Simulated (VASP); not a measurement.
Ga2SeS2: relaxation of cell and atoms with PBE

Crystal: Ga2SeS2.

```
CELL_PARAMETERS angstrom
5.04867 0.00000 0.00000
0.00000 5.04867 0.00000
0.00000 0.00000 5.18061
ATOMIC_POSITIONS crystal
Ga 0.00000 0.00000 0.76411
Ga 0.00000 0.00000 0.23589
Se 0.50000 0.50000 0.50000
S 0.00000 0.50000 0.50000
S 0.50000 0.00000 0.50000
```

The cell was built from a structure type or drawn by symmetry, and may not be a known phase.

```json
{
  "Program": "VASP 6.6.1",
  "Task": "relaxation of cell and atoms",
  "Functional": "PBE",
  "Potentials or basis": "VASP PAW PBE potentials, release 64 (Ga_d, Se, S)",
  "Cutoff": "600 eV",
  "k mesh": "4 × 4 × 4",
  "Occupations": "gaussian, width 0.1 eV",
  "Spin": "no spin polarisation",
  "Dipole correction": "no",
  "Further INCAR settings": "ALGO = Normal; EDIFF = 1e-07; IBRION = 2; EDIFFG = -0.04; NSW = 90; ISIF = 3"
}
```

```yaml
Relaxed_volume: 25.73 Å³/atom
Relaxed_cell: a = 5.048 Å, b = 5.048 Å, c = 5.048 Å, α = 90.00°, β = 90.00°, γ = 90.00°
Space_group_after_relaxing_to_0.1_Å: P4/mmm (No. 123)
Energy_gained_by_relaxing: 43.7 meV/atom
Ionic_steps: 7
Pressure_after_relaxing: 0.0 GPa
Largest_force_after_relaxing: 0.011 eV/Å
Band_gap_on_the_k_mesh: zero (bands 22 and 23 overlap by 1.33 eV)
```

Forces in eV/Å, atoms in the order of the input:
```
Ga   0.000  0.000  0.011
Ga   0.000  0.000 -0.011
Se   0.000  0.000  0.000
S    0.000  0.000  0.000
S    0.000  0.000  0.000
```

Stress tensor (GPa, compression positive):
```
-0.09  0.00  0.00
 0.00 -0.09  0.00
 0.00  0.00  0.04
```

The path:
```tsv
step	energy change (eV)	largest force (eV/Å)	pressure (GPa)	volume (Å³)
1	0.0000	1.9262	-0.60	132.05
2	-0.1959	0.2215	0.16	130.16
3	-0.1973	0.0619	0.28	129.98
4	-0.2116	0.1220	-0.33	130.71
5	-0.2119	0.1524	-0.41	130.81
6	-0.2170	0.0795	-0.22	129.62
7	-0.2184	0.0111	-0.05	128.63
```

Final structure:
```
Ga Se S
1.0
     5.04805    0.00000    0.00000
     0.00000    5.04805    0.00000
     0.00000    0.00000    5.04782
Ga Se S
2 1 2
Cartesian
  0.0000 5.0481 3.7575
  0.0000 0.0000 1.2903
  2.5240 2.5240 2.5239
  0.0000 2.5240 2.5239
  2.5240 0.0000 2.5239
```

Levels at points of the mesh, in eV from the Fermi level:
```tsv
k point	band 20	band 21	band 22	band 23	band 24	band 25
(0.00, 0.00, 0.00)	-1.81	-1.38	-0.54	1.97	3.50	3.50
(0.50, 0.00, 0.00)	-1.64	-1.08	-0.31	0.36	1.34	1.73
(0.50, 0.50, 0.00)	-1.64	-1.51	-0.87	-0.87	-0.75	1.09
(0.00, 0.00, 0.50)	-2.61	-2.05	0.46	1.41	1.41	4.61
(0.50, 0.00, 0.50)	-1.56	-1.47	-0.60	1.15	1.74	3.69
(0.50, 0.50, 0.50)	-1.50	-0.85	-0.85	-0.73	1.19	2.92
```

Wall time 2.2 min on 1 thread of Intel(R) Xeon(R) 6975P-C (Granite Rapids), with other jobs on the host, peak memory 0.3 GiB.
